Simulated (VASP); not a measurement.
The system is Cd.

```
CELL_PARAMETERS angstrom
1.60803 0.92840 2.44929
-1.60803 0.92840 2.44929
0.00000 -1.85679 2.44929
ATOMIC_POSITIONS crystal
Cd 0.00000 0.00000 0.00000
```

Base run:

| Item | Value |
| --- | --- |
| Program | VASP 6.6.1 |
| Functional | PBE |
| Potentials or basis | VASP PAW PBE potentials, release 64 (Cd) |
| Cutoff | 520 eV |
| k mesh | 9 × 9 × 9 |
| Occupations | methfessel-paxton, width 0.4 eV |
| Spin | no spin polarisation |

Its results: band gap on the k mesh zero (band 6 reaches 3.49 eV, above the bottom of band 7 at 1.55 eV); pressure 2.6 GPa.

Q: After a change of settings the same cell gave: band gap on the k mesh zero (band 6 reaches 3.00 eV, above the bottom of band 7 at 2.42 eV); pressure 1.3 GPa. Which change was it?
A. cutoff from 520 eV to 500 eV; occupations from methfessel-paxton, width 0.4 eV to methfessel-paxton, width 0.018 eV; further incar settings from ALGO = Fast; EDIFF = 1e-06; NBANDS = 12 to ALGO = Normal; EDIFF = 1e-06; NBANDS = 12
B. k mesh from 9 × 9 × 9 to 5 × 5 × 5; occupations from methfessel-paxton, width 0.4 eV to tetrahedron
C. occupations from methfessel-paxton, width 0.4 eV to tetrahedron; further incar settings from ALGO = Fast; EDIFF = 1e-06; NBANDS = 12 to ALGO = Normal; EDIFF = 1e-06; NBANDS = 12
D. occupations from methfessel-paxton, width 0.4 eV to methfessel-paxton, width 0.009 eV; further incar settings from ALGO = Fast; EDIFF = 1e-06; NBANDS = 12 to ALGO = Normal; EDIFF = 1e-06; NBANDS = 12

A: B.

Caveats: some runs use coarse meshes.
